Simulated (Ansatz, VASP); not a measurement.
## C: VASP beside Ansatz

```
C
1.0
     1.22803    0.70900    3.34701
    -1.22803    0.70900    3.34701
     0.00000   -1.41800    3.34701
C
2
Cartesian
  -0.1000 0.1000 1.6467
  0.0000 0.0000 8.3943
```

Alike in both runs: task single point; functional r2SCAN; k mesh 12 × 12 × 12; occupations gaussian, width 0.05 eV; no spin polarisation.

|  | VASP | Ansatz |
| --- | --- | --- |
| version | VASP 6.6.1 | Ansatz 0.2.0 |
| potentials or method | VASP PAW PBE potentials, release 64 (C), cutoff 520 eV | scalar-relativistic, plane waves, PAW |
| valence electrons in the cell | 8 | 8 |

```csv
,VASP,Ansatz,Ansatz less VASP
gap on the k mesh at the Fermi level (eV),0.20,0.19,-0.005
least direct gap on the mesh (eV),0.44,0.44,-0.005
pressure (GPa),11.3,10.7,-0.60
"traceless stress, the component that is largest in VASP (GPa)",16.93,16.25,-0.687
rms of the force components (eV/Å),5.176,5.148,-0.0281
```

VASP's potentials were made for PBE, not for r2SCAN. Atom by atom the forces differ by 0.030 eV/Å (rms over components). The functional is the same, so the differences come from potentials, cutoffs and numerics.
